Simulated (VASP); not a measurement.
# RbBr (Pm-3m) in VASP: a series of runs, part 2 of 2

VASP 6.6.1. Earlier steps stand in the parts before.

## Step 4: Single point, PBE

This run uses another cell than the first one: it holds 8 atoms, not 2.

The input, INCAR:

```
PREC     = Accurate       # precision mode
ENCUT    = 520            # plane-wave cutoff, eV
EDIFF    = 1E-6           # SCF threshold, eV
ISMEAR   = 0              # smearing method
SIGMA    = 0.05           # smearing width, eV
LREAL    = False          # projectors in reciprocal space
LASPH    = True           # aspherical terms in the spheres
NELM     = 100            # most SCF steps
ALGO     = Normal         # electronic algorithm
ISIF     = 2              # what is computed and relaxed
LWAVE    = False          # write WAVECAR
LCHARG   = False          # write CHGCAR
GGA      = PE             # functional
NBANDS   = 42             # bands
```

The input, KPOINTS:

```
regular mesh
0
Gamma
  4 4 4
```

The input, POSCAR:

```
RbBr
1.0
   -4.1929010518      4.1929010518      4.1929010518
    4.1929010518     -4.1929010518      4.1929010518
    4.1929010518      4.1929010518     -4.1929010518
Rb Br
4 4
Direct
    0.5000000000      0.5000000000      0.0000000000
    0.0000000000      0.0000000000      0.0000000000
    0.0000000000      0.5000000000      0.5000000000
    0.5000000000      0.0000000000      0.5000000000
    0.5000000000      0.5000000000      0.5000000000
    0.0000000000      0.0000000000      0.5000000000
    0.0000000000      0.5000000000      0.0000000000
    0.5000000000      0.0000000000      0.0000000000
```

Potentials or basis: VASP PAW PBE potentials, release 64 (Rb_sv, Br).

Run with:

```console
> cat potpaw_PBE.64/Rb_sv/POTCAR potpaw_PBE.64/Br/POTCAR > POTCAR
> mpirun -np 1 vasp_std > vasp.out
```

OUTCAR:

```text
PREC = Accurate
   ENCUT = 520
   EDIFF = 1E-6
   ISMEAR = 0
   LREAL = False
   LASPH = True
   NELM = 100
   ISIF = 2
   GGA = PE

 ion  position               nearest neighbor table
   1  0.500  0.500  0.000-   5 3.63   6 3.63   7 3.63   8 3.63   5 3.63   8 3.63   7 3.63   6 3.63
                             4 4.19   4 4.19   2 4.19   3 4.19   2 4.19   3 4.19
   2  0.000  0.000  0.000-   5 3.63   6 3.63   7 3.63   8 3.63   6 3.63   7 3.63   8 3.63   5 3.63
                             4 4.19   3 4.19   1 4.19   4 4.19   1 4.19   3 4.19
   3  0.000  0.500  0.500-   5 3.63   6 3.63   7 3.63   8 3.63   7 3.63   6 3.63   5 3.63   8 3.63
                             4 4.19   2 4.19   1 4.19   1 4.19   4 4.19   2 4.19
   4  0.500  0.000  0.500-   5 3.63   6 3.63   7 3.63   8 3.63   8 3.63   5 3.63   6 3.63   7 3.63
                             3 4.19   1 4.19   1 4.19   2 4.19   3 4.19   2 4.19
   5  0.500  0.500  0.500-   1 3.63   2 3.63   3 3.63   4 3.63   1 3.63   4 3.63   3 3.63   2 3.63

   6  0.000  0.000  0.500-   1 3.63   2 3.63   3 3.63   4 3.63   2 3.63   3 3.63   4 3.63   1 3.63

   7  0.000  0.500  0.000-   1 3.63   2 3.63   3 3.63   4 3.63   3 3.63   2 3.63   1 3.63   4 3.63

   8  0.500  0.000  0.000-   1 3.63   2 3.63   3 3.63   4 3.63   4 3.63   1 3.63   2 3.63   3 3.63

  LATTYP: Found a body centered cubic cell.
 ALAT       =     8.3858021036

  Lattice vectors:

 A1 = (  -4.1929010518,   4.1929010518,   4.1929010518)
 A2 = (   4.1929010518,  -4.1929010518,   4.1929010518)
 A3 = (   4.1929010518,   4.1929010518,  -4.1929010518)

Analysis of symmetry for initial positions (statically):
=====================================================================
 Subroutine PRICEL returns following result:

  LATTYP: Found a simple cubic cell.
 ALAT       =     4.1929010518

  Lattice vectors:

 A1 = (   0.0000000000,   4.1929010518,   0.0000000000)
 A2 = (   4.1929010518,   0.0000000000,   0.0000000000)
 A3 = (   0.0000000000,   0.0000000000,  -4.1929010518)

   4 primitive cells build up your supercell.

 Routine SETGRP: Setting up the symmetry group for a
 body centered cubic supercell.

 Subroutine GETGRP returns: Found 48 space group operations
 (whereof 48 operations were pure point group operations)
 out of a pool of 48 trial point group operations.

The static configuration has the point symmetry O_h .

Analysis of symmetry for dynamics (positions and initial velocities):
=====================================================================
 Subroutine PRICEL returns following result:

  LATTYP: Found a simple cubic cell.
 ALAT       =     4.1929010518

  Lattice vectors:

 A1 = (   0.0000000000,   4.1929010518,   0.0000000000)
 A2 = (   4.1929010518,   0.0000000000,   0.0000000000)
 A3 = (   0.0000000000,   0.0000000000,  -4.1929010518)

   4 primitive cells build up your supercell.

 Routine SETGRP: Setting up the symmetry group for a
 body centered cubic supercell.

[... 55 lines left out ...]
 ===========================================

 Found      8 irreducible k-points:

 Following reciprocal coordinates:
            Coordinates               Weight
  0.000000  0.000000  0.000000      1.000000
  0.250000  0.000000  0.000000     12.000000
  0.500000  0.000000  0.000000      6.000000
  0.250000  0.250000  0.000000     24.000000
  0.250000  0.250000  0.250000      2.000000
 -0.250000  0.250000  0.250000      6.000000
  0.500000  0.500000  0.250000     12.000000
  0.500000  0.500000  0.500000      1.000000
   k-points           NKPTS =      8   k-points in BZ     NKDIM =      8   number of bands    NBANDS=     42
   number of dos      NEDOS =    301   number of ions     NIONS =      8
   total plane-waves  NPLWV = 157464
   dimension x,y,z NGX =    54 NGY =   54 NGZ =   54
   dimension x,y,z NGXF=   108 NGYF=  108 NGZF=  108
   ions per type =               4   4
   NGX,Y,Z   is equivalent  to a cutoff of  12.36, 12.36, 12.36 a.u.
   NGXF,Y,Z  is equivalent  to a cutoff of  24.72, 24.72, 24.72 a.u.
 SYSTEM =  unknown system
   PREC   = accura    normal or accurate (medium, high low for compatibility)
   ISTART =      0    job   : 0-new  1-cont  2-samecut
   ICHARG =      2    charge: 1-file 2-atom 10-const
   ISPIN  =      1    spin polarized calculation?
   LNONCOLLINEAR =      F non collinear calculations
   LSORBIT =      F    spin-orbit coupling
   LASPH  =      T    aspherical Exc in radial PAW
   ENCUT  =  520.0 eV  38.22 Ry    6.18 a.u.  13.50 13.50 13.50*2*pi/ulx,y,z
   NELM   =    100;   NELMIN=  2; NELMDL= -5     # of ELM steps
   EDIFF  = 0.1E-05   stopping-criterion for ELM
   LREAL  =      F    real-space projection
   EDIFFG = 0.1E-04   stopping-criterion for IOM
   NSW    =      0    number of steps for IOM
   IBRION =     -1    ionic relax: 0-MD 1-quasi-New 2-CG
   NFREE  =      0    steps in history (QN), initial steepest desc. (CG)
   ISIF   =      2    stress and relaxation
   ISYM   =      2    0-nonsym 1-usesym 2-fastsym
   POTIM  = 0.5000    time-step for ionic-motion
   TEBEG  =    0.0;   TEEND  =   0.0 temperature during run
   PSTRESS=    0.0 pullay stress
   NELECT =      64.0000    total number of electrons
   NUPDOWN=      -1.0000    fix difference up-down
   EMIN   =  10.00;   EMAX   =-10.00  energy-range for DOS
   EFERMI =   0.00;   METHOD = LEGACY
   ISMEAR =     0;   SIGMA  =   0.05  broadening in eV -4-tet -1-fermi 0-gaus
   EFERMI_NEDOS =   21; number of points for ismear=-14 and -15
   IALGO  =     38    algorithm
   IMIX   =      4    mixing-type and parameters
     AMIX     =   0.40;   BMIX     =  1.00
     AMIX_MAG =   1.60;   BMIX_MAG =  1.00
  volume/ion in A,a.u.               =      36.86       248.72
  Fermi-wavevector in a.u.,A,eV,Ry     =   0.983861  1.859227 13.170189  0.967982
  Thomas-Fermi vector in A             =   2.115050
   LORBIT       =      0    0 simple, 1 ext, 2 COOP (PROOUT), +10 PAW based schemes
   GGA     = PE    functional components
   LHFCALC =     F    Hartree Fock is set to
   AEXX    =    0.0000 exact exchange contribution
   IVDW    =     0    specifies the selected vdW correction
   LEPSILON=     F    determine dielectric tensor
   LRPA    =     F    only Hartree local field effects (RPA)
 non-spin polarized calculation
 Gauss-broadening in eV      SIGMA  =   0.05
  energy-cutoff  :      520.00
  volume of cell :      294.85
 maximum number of plane-waves:      7992
   NGX = 27   NGY = 27   NGZ = 27

 number of electron      64.0000000 magnetization

 Free energy of the ion-electron system (eV)
  ---------------------------------------------------
  ext. energy  EPLUGINS =         0.00000000
  ---------------------------------------------------
  free energy    TOTEN  =       -24.02112146 eV

  energy without entropy =      -24.02112146  energy(sigma->0) =      -24.02112146

 E-fermi :  -0.6517     XC(G=0):  -7.7254

 val. band max:       -0.8877067712   @ k =   0.0000   0.0000   0.0000
 cond. band min:       3.0364073937   @ k =   0.0000   0.0000   0.0000
 fundamental gap:      3.9241141648
 Fermi energy:        -0.6516948248

 k-point     1 :       0.0000    0.0000    0.0000
  band No.  band energies     occupation
      1     -26.0667      2.00000
      2     -26.0350      2.00000
      3     -26.0350      2.00000
      4     -26.0350      2.00000
      5     -13.4286      2.00000
      6     -13.2619      2.00000
[... 349 lines left out ...]
     41       6.4896      0.00000
     42       7.1791      0.00000

------------------------ aborting loop because EDIFF is reached ----------------------------------------

  FORCE on cell =-STRESS in cart. coord.  units (eV):
  Direction    XX          YY          ZZ          XY          YZ          ZX
  --------------------------------------------------------------------------------------
  -------------------------------------------------------------------------------------
  Total        0.1154549      0.1154549      0.1154549      0.0000000     -0.0000000     -0.0000000
  in kB        0.6273634      0.6273634      0.6273634      0.0000000     -0.0000000     -0.0000000
  external PRESSURE =       0.6273634 kB  Pullay stress =       0.0000000 kB

 VOLUME and BASIS-vectors are now :
 -----------------------------------------------------------------------------
  energy-cutoff  :      520.00
  volume of cell :      294.85
      direct lattice vectors                 reciprocal lattice vectors
    -4.192901052  4.192901052  4.192901052     0.000000000  0.119249177  0.119249177
     4.192901052 -4.192901052  4.192901052     0.119249177  0.000000000  0.119249177
     4.192901052  4.192901052 -4.192901052     0.119249177  0.119249177  0.000000000

 POSITION                                       TOTAL-FORCE (eV/Angst)
 -----------------------------------------------------------------------------------
      0.00000      0.00000      4.19290         0.000000      0.000000      0.000000
      0.00000      0.00000      0.00000        -0.000000     -0.000000      0.000000
      4.19290      0.00000      0.00000         0.000000      0.000000      0.000000
      0.00000      4.19290      0.00000        -0.000000      0.000000     -0.000000
      2.09645      2.09645      2.09645         0.000000      0.000000     -0.000000
      2.09645      2.09645     -2.09645         0.000000     -0.000000      0.000000
      2.09645     -2.09645      2.09645        -0.000000     -0.000000      0.000000
     -2.09645      2.09645      2.09645         0.000000      0.000000     -0.000000
 -----------------------------------------------------------------------------------
    total drift:                               -0.000000      0.000000     -0.000000

  FREE ENERGIE OF THE ION-ELECTRON SYSTEM (eV)
  ---------------------------------------------------
  free  energy   TOTEN  =       -24.0211214623 eV

  energy  without entropy=      -24.0211214623  energy(sigma->0) =      -24.02112146
```

Run time: 2.2 min. Hardware: 1 thread of AMD EPYC 7R13 (Zen 3), shared host; peak memory 0.38 GiB.

Results:

```
Free energy            : -24.0211 eV
Pressure               : 0.1 GPa
Band gap on the k mesh : 3.92 eV
```

Levels at points of the mesh, in eV from the valence-band top:
```csv
k point,band 28,band 29,band 30,band 31,band 32,band 33,band 34,band 35,band 36,band 37
"(0.00, 0.00, 0.00)",-0.15,-0.15,0.00,0.00,0.00,3.92,5.29,5.29,5.29,5.63
"(0.50, 0.00, 0.00)",-0.64,-0.56,-0.56,-0.14,-0.14,5.73,5.73,6.46,6.46,6.67
"(0.50, 0.50, 0.50)",-0.21,-0.21,-0.21,-0.21,-0.21,6.87,6.87,6.87,6.88,6.88
```

PBE gaps usually lie below the measured ones, often by a third to a half.

## Step 5: Overview

```csv
cell,k mesh,gap on the mesh (eV),pressure (GPa)
"a = 4.193 Å, 2 atoms",6 × 6 × 6,3.92,0.1
"a = 4.193, b = 5.930, c = 5.930 Å, 4 atoms",6 × 4 × 4,3.92,0.1
"a = 7.262 Å, angles 109.5°, 8 atoms",4 × 4 × 4,3.92,0.1
```

Alike in all rows: task single point; level PBE; potentials or basis VASP PAW PBE potentials, release 64 (Rb_sv, Br); no spin polarisation; cutoff (eV) 520; smearing gaussian 0.05 eV.

Absolute energies hang on the potentials; compare differences alone.
